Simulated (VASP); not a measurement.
## InAs: relaxation of cell and atoms with PBE

The system is InAs.

```
In As
1.0
     0.00000    3.05356    3.05356
     3.05356    0.00000    3.05356
     3.05356    3.05356    0.00000
In As
1 1
Direct
  0.00000 0.00000 0.00000
  0.25000 0.25000 0.25000
```

```
Program                : VASP 6.6.1
Task                   : relaxation of cell and atoms
Functional             : PBE
Potentials or basis    : VASP PAW PBE potentials, release 64 (In_d, As)
Cutoff                 : 500 eV
k mesh                 : 12 × 12 × 12
Occupations            : gaussian, width 0.1 eV
Spin                   : no spin polarisation
Dipole correction      : no
Further INCAR settings : ALGO = Normal; EDIFF = 1e-07; IBRION = 2; EDIFFG = -0.002; NSW = 100; ISIF = 3
```

The relaxed volume is 29.63 Å³/atom. The relaxed cell is a = 4.376 Å, b = 4.376 Å, c = 4.376 Å, α = 60.00°, β = 60.00°, γ = 60.00° and the space group after relaxing (to 0.1 Å) is F-43m (No. 216). The energy gained by relaxing is 7.3 meV/atom and the ionic steps are 5. The pressure after relaxing is 0.0 GPa and the band gap on the k mesh is zero (filled and empty bands touch).

The path:
| step | energy change (eV) | largest force (eV/Å) | pressure (GPa) | volume (Å³) |
| --- | --- | --- | --- | --- |
| 1 | 0.0000 | 0.0000 | 2.12 | 56.94 |
| 2 | -0.0129 | 0.0000 | -0.67 | 60.11 |
| 3 | -0.0147 | 0.0000 | 0.01 | 59.25 |
| 4 | -0.0147 | 0.0000 | -0.03 | 59.30 |
| 5 | -0.0147 | 0.0000 | 0.00 | 59.25 |

Final structure:
```
In As
1.0
     0.00000    3.09428    3.09428
     3.09428    0.00000    3.09428
     3.09428    3.09428    0.00000
In As
1 1
Direct
  0.00000 0.00000 0.00000
  0.25000 0.25000 0.25000
```

Levels at points of the mesh, in eV from the Fermi level:
```
           k point  band 7  band 8  band 9  band 10  band 11  band 12
(0.00, 0.00, 0.00)   -0.61   -0.07   -0.07    -0.07     3.81     3.81
(0.50, 0.00, 0.00)   -5.49   -0.96   -0.96     0.74     4.57     4.57
(0.50, 0.50, 0.00)   -5.62   -2.16   -2.16     1.59     1.98     8.69
```

It took 3.1 min on 1 thread of AMD EPYC 7R13, on a shared host, peak memory 0.22 GiB.

Caveat: semilocal functionals underestimate gaps, and a narrow one can read as zero; spin-orbit coupling is left out, which moves the levels of the heavy elements.
